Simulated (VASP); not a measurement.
Here is a VASP 6.6.1 calculation.

INCAR

```
ALGO = Normal
EDIFF = 1E-6
ENCUT = 520
GGA = PE
ISIF = 2
ISMEAR = -1
LASPH = True
LCHARG = True
LDAU = True
LDAUJ = 0 0
LDAUL = 2 -1
LDAUPRINT = 1
LDAUTYPE = 2
LDAUU = 3 0
LELF = True
LMAXMIX = 4
LREAL = False
LVHAR = True
LWAVE = False
NBANDS = 18
NELM = 150
PREC = Accurate
SIGMA = 0.05
```

The input KPOINTS:

```
k-points
0
Gamma
  12 12 12
```

File POSCAR:

```
Si2W
1.0
   -1.6069000000      1.6069000000      3.9149500000
    1.6069000000     -1.6069000000      3.9149500000
    1.6069000000      1.6069000000     -3.9149500000
W Si
1 2
Direct
    0.0000000000      0.0000000000      0.0000000000
    0.6653000000      0.6653000000      0.0000000000
    0.3347000000      0.3347000000      0.0000000000
```

Potentials or basis: VASP PAW PBE potentials, release 64 (W_sv, Si).

Command:

```bash
$ cat potpaw_PBE.64/W_sv/POTCAR potpaw_PBE.64/Si/POTCAR > POTCAR
$ mpirun -np 1 vasp_std > vasp.out
```

(1) What does it give for the largest force?

(2) Estimate the band gap on the k mesh.

(3) Estimate the pressure.

Answers

(1) 0.053 eV/Å.

(2) zero (bands 11 and 12 overlap by 1.30 eV).

(3) 6.1 GPa.

Caveat: the cell stands under pressure; spin-orbit coupling is left out, which moves the levels of the heavy elements; U without spin polarisation on a metal has little footing; the U is typed as a test and isn't derived for this compound.
